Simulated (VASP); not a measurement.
# TiTe2 (Fm-3m) in VASP: notebook, part 2 of 2

VASP 6.6.1. Earlier steps stand in the parts before.

## (4) Single point, PBE, non-collinear spin, zero start, spin-orbit coupling

This run uses another cell than the first one, of 27.14 Å³/atom, 0.774 times its volume.

File INCAR:

```
SYSTEM = TiTe2
  PREC = Accurate
  ENCUT = 520
  EDIFF = 1E-6
  ISMEAR = -1
  SIGMA = 0.02
  LREAL = .False.
  LASPH = .True.
  NELM = 150
  ALGO = Normal
  ISIF = 2
  LWAVE = .False.
  LCHARG = .True.
  MAGMOM = 0 0 0 0 0 0 0 0 0
  LORBIT = 11
  LSORBIT = .True.
  GGA_COMPAT = .False.
  LORBMOM = .True.
  LMAXMIX = 4
  GGA = PE
  LVHAR = .True.
  NBANDS = 37
```

File KPOINTS:

```
Automatic mesh
0
Gamma
  6 6 6
  0 0 0
```

File POSCAR:

```
TiTe2
1.0
    0.0000000000      3.4401227511      3.4401227511
    3.4401227511      0.0000000000      3.4401227511
    3.4401227511      3.4401227511      0.0000000000
Ti Te
1 2
Direct
    0.0000000000      0.0000000000      0.0000000000
    0.2500000000      0.2500000000      0.2500000000
    0.7500000000      0.7500000000      0.7500000000
```

Potentials or basis: VASP PAW PBE potentials, release 64 (Ti_sv, Te).

On the command line:

```sh
> cat potpaw_PBE.64/Ti_sv/POTCAR potpaw_PBE.64/Te/POTCAR > POTCAR
> mpirun -np 1 vasp_ncl > vasp.out
```

OUTCAR:

```text
SYSTEM = TiTe2
   PREC = Accurate
   ENCUT = 520
   EDIFF = 1E-6
   ISMEAR = -1
   LREAL = .False.
   LASPH = .True.
   NELM = 150
   ISIF = 2
   LORBIT = 11
   LSORBIT = .True.
   GGA = PE

 ion  position               nearest neighbor table
   1  0.000  0.000  0.000-   3 2.98   3 2.98   3 2.98   2 2.98   3 2.98   2 2.98   2 2.98   2 2.98

   2  0.250  0.250  0.250-   1 2.98   1 2.98   1 2.98   1 2.98   3 3.44   3 3.44   3 3.44   3 3.44
                             3 3.44   3 3.44
   3  0.750  0.750  0.750-   1 2.98   1 2.98   1 2.98   1 2.98   2 3.44   2 3.44   2 3.44   2 3.44
                             2 3.44   2 3.44

  LATTYP: Found a face centered cubic cell.
 ALAT       =     6.8802455022

  Lattice vectors:

 A1 = (   0.0000000000,   3.4401227511,   3.4401227511)
 A2 = (   3.4401227511,   0.0000000000,   3.4401227511)
 A3 = (   3.4401227511,   3.4401227511,   0.0000000000)

Analysis of symmetry for initial positions (statically):
=====================================================================
 Subroutine PRICEL returns:
 Original cell was already a primitive cell.

 Routine SETGRP: Setting up the symmetry group for a
 face centered cubic supercell.

 Subroutine GETGRP returns: Found 48 space group operations
 (whereof 48 operations were pure point group operations)
 out of a pool of 48 trial point group operations.

The static configuration has the point symmetry O_h .

Analysis of symmetry for dynamics (positions and initial velocities):
=====================================================================
 Subroutine PRICEL returns:
 Original cell was already a primitive cell.

 Routine SETGRP: Setting up the symmetry group for a
 face centered cubic supercell.

 Subroutine GETGRP returns: Found 48 space group operations
 (whereof 48 operations were pure point group operations)
 out of a pool of 48 trial point group operations.

[... 827 lines left out ...]
 ----------------------------------------
  1         0.000   0.000   0.000
  2         0.000   0.000   0.000
  3         0.000   0.000   0.000
 ----------------------------------------
            0.000   0.000   0.000

 orbital moment (y)

 # of ion     p       d       tot
 ----------------------------------------
  1         0.000  -0.000  -0.000
  2        -0.000  -0.000  -0.000
  3        -0.000  -0.000  -0.000
 ----------------------------------------
           -0.000  -0.000  -0.000

 orbital moment (z)

 # of ion     p       d       tot
 ----------------------------------------
  1         0.000   0.000   0.000
  2         0.000   0.000   0.000
  3         0.000   0.000   0.000
 ----------------------------------------
            0.000   0.000   0.000

 Spin-Orbit-Coupling matrix elements

 Ion:    1  E_soc:     -0.0126865
 l=   1
     0.0000000    -0.0017887    -0.0017887
    -0.0017887     0.0000000    -0.0017887
    -0.0017887    -0.0017887     0.0000000
 l=   2
     0.0000000     0.0001009     0.0000000     0.0001009    -0.0004266
     0.0001009     0.0000000    -0.0003200     0.0001009    -0.0001067
     0.0000000    -0.0003200     0.0000000    -0.0003200     0.0000000
     0.0001009     0.0001009    -0.0003200     0.0000000    -0.0001067
    -0.0004266    -0.0001067     0.0000000    -0.0001067     0.0000000
 l=   3
     0.0000000     0.0000000     0.0000000     0.0000000     0.0000000     0.0000000     0.0000000
     0.0000000     0.0000000     0.0000000     0.0000000     0.0000000     0.0000000     0.0000000
     0.0000000     0.0000000     0.0000000     0.0000000     0.0000000     0.0000000     0.0000000
     0.0000000     0.0000000     0.0000000     0.0000000     0.0000000     0.0000000     0.0000000
[... 29 lines left out ...]
 l=   2
     0.0000000    -0.0000230     0.0000000    -0.0000230    -0.0001571
    -0.0000230     0.0000000    -0.0001178    -0.0000230    -0.0000393
     0.0000000    -0.0001178     0.0000000    -0.0001178     0.0000000
    -0.0000230    -0.0000230    -0.0001178     0.0000000    -0.0000393
    -0.0001571    -0.0000393     0.0000000    -0.0000393     0.0000000
 l=   3
     0.0000000     0.0000000     0.0000000     0.0000000     0.0000000     0.0000000     0.0000000
     0.0000000     0.0000000     0.0000000     0.0000000     0.0000000     0.0000000     0.0000000
     0.0000000     0.0000000     0.0000000     0.0000000     0.0000000     0.0000000     0.0000000
     0.0000000     0.0000000     0.0000000     0.0000000     0.0000000     0.0000000     0.0000000
     0.0000000     0.0000000     0.0000000     0.0000000     0.0000000     0.0000000     0.0000000
     0.0000000     0.0000000     0.0000000     0.0000000     0.0000000     0.0000000     0.0000000
     0.0000000     0.0000000     0.0000000     0.0000000     0.0000000     0.0000000     0.0000000

 total charge

# of ion       s       p       d       tot
------------------------------------------
    1        2.150   6.069   1.865  10.084
    2        1.394   1.943   0.046   3.384
    3        1.394   1.943   0.046   3.384
--------------------------------------------------
tot          4.938   9.956   1.957  16.851

 magnetization (x)

# of ion       s       p       d       tot
------------------------------------------
    1       -0.000   0.000   0.000   0.000
    2        0.000   0.000   0.000   0.000
    3        0.000   0.000  -0.000   0.000
--------------------------------------------------
tot          0.000   0.000   0.000   0.000

 magnetization (y)

# of ion       s       p       d       tot
------------------------------------------
    1        0.000  -0.000   0.000   0.000
    2        0.000   0.000   0.000   0.000
    3        0.000   0.000   0.000   0.000
--------------------------------------------------
tot          0.000  -0.000   0.000   0.000

 magnetization (z)

# of ion       s       p       d       tot
------------------------------------------
    1        0.000  -0.000   0.000   0.000
    2        0.000   0.000   0.000   0.000
    3        0.000   0.000   0.000   0.000
--------------------------------------------------
tot          0.000  -0.000   0.000   0.000
```

OSZICAR:

```text
N       E                     dE             d eps       ncg     rms          rms(c)
DAV:   1     0.220958054894E+03    0.22096E+03   -0.10193E+04  1184   0.122E+03
DAV:   2     0.913217793225E+01   -0.21183E+03   -0.20282E+03  1239   0.335E+02
DAV:   3    -0.156409045703E+02   -0.24773E+02   -0.23454E+02  1875   0.104E+02
DAV:   4    -0.176119021148E+02   -0.19710E+01   -0.19448E+01  1788   0.247E+01
DAV:   5    -0.177086331610E+02   -0.96731E-01   -0.96660E-01  1642   0.450E+00    0.138E+01
DAV:   6    -0.189480998478E+02   -0.12395E+01   -0.10329E+01  1600   0.386E+01    0.186E+01
DAV:   7    -0.155374789179E+02    0.34106E+01   -0.14111E+01  1370   0.387E+01    0.708E+00
DAV:   8    -0.152851347080E+02    0.25234E+00   -0.10443E+00  1349   0.757E+00    0.410E+00
DAV:   9    -0.153103420125E+02   -0.25207E-01   -0.25906E-01  1594   0.581E+00    0.264E+00
DAV:  10    -0.152508088169E+02    0.59533E-01   -0.42541E-02  1422   0.246E+00    0.167E+00
DAV:  11    -0.152419922078E+02    0.88166E-02   -0.38028E-02  1592   0.218E+00    0.132E+00
DAV:  12    -0.152372234455E+02    0.47688E-02   -0.44953E-03  1397   0.733E-01    0.109E+00
DAV:  13    -0.152365418624E+02    0.68158E-03   -0.67294E-04  1556   0.177E-01    0.612E-01
DAV:  14    -0.152362318479E+02    0.31001E-03   -0.28701E-04  1786   0.114E-01    0.242E-01
DAV:  15    -0.152361849325E+02    0.46915E-04   -0.48997E-05  1638   0.620E-02    0.116E-01
DAV:  16    -0.152361791750E+02    0.57575E-05   -0.15415E-05  1614   0.364E-02    0.234E-02
DAV:  17    -0.152361774021E+02    0.17729E-05   -0.20274E-06  1246   0.122E-02    0.119E-02
DAV:  18    -0.152361775011E+02   -0.99001E-07   -0.26823E-07   864   0.529E-03
   1 F= -.15236178E+02 E0= -.15231164E+02  d E =-.100261E-01  mag=    -0.0000    -0.0000    -0.0000
```

Wall time 90 s (1 thread of Intel Xeon 6975P-C (Granite Rapids), shared host); peak memory 0.43 GiB.

Results:

| Quantity | Value |
| --- | --- |
| Free energy | -15.2362 eV |
| Pressure | -0.1 GPa |
| Net moment | 0.00 μB per cell |
| Valence electrons inside the program's atomic spheres | Ti 10.08; Te 3.38 |

Moments on the atoms (μB; x, y, z):
```
Ti  0.00 0.00 0.00
Te  0.00 0.00 0.00
Te  0.00 0.00 0.00
```

## (5) Summary

| task | level | spin | cell | cutoff (eV) | gap on the mesh (eV) | pressure (GPa) | relaxed volume (Å³/atom) |
| --- | --- | --- | --- | --- | --- | --- | --- |
| relaxation of cell and atoms | PBE | off | relaxed from a = 5.298 Å, angles 60.0°, 3 atoms | 600 | none | 0.0 | 27.03 |
| relaxation of cell and atoms | r2SCAN | off | relaxed from a = 4.859 Å, angles 60.0°, 3 atoms | 600 | none | 0.0 | 27.19 |
| single point | PBE | non-collinear, zero start, SOC | a = 4.865 Å, angles 60.0°, 3 atoms | 520 | - | -0.1 | - |

Alike in all rows: potentials or basis VASP PAW PBE potentials, release 64 (Ti_sv, Te); k mesh 6 × 6 × 6; smearing fermi-dirac 0.02 eV.

Caveats: spin-orbit coupling is left out, which moves the levels of the heavy elements (some runs); the volume moved by over 15 % at a fixed basis, so the end points are rough (some runs); the PAW data sets were made with another functional, which shifts forces and pressure a little (some runs).

Absolute energies hang on the potentials; compare differences alone.
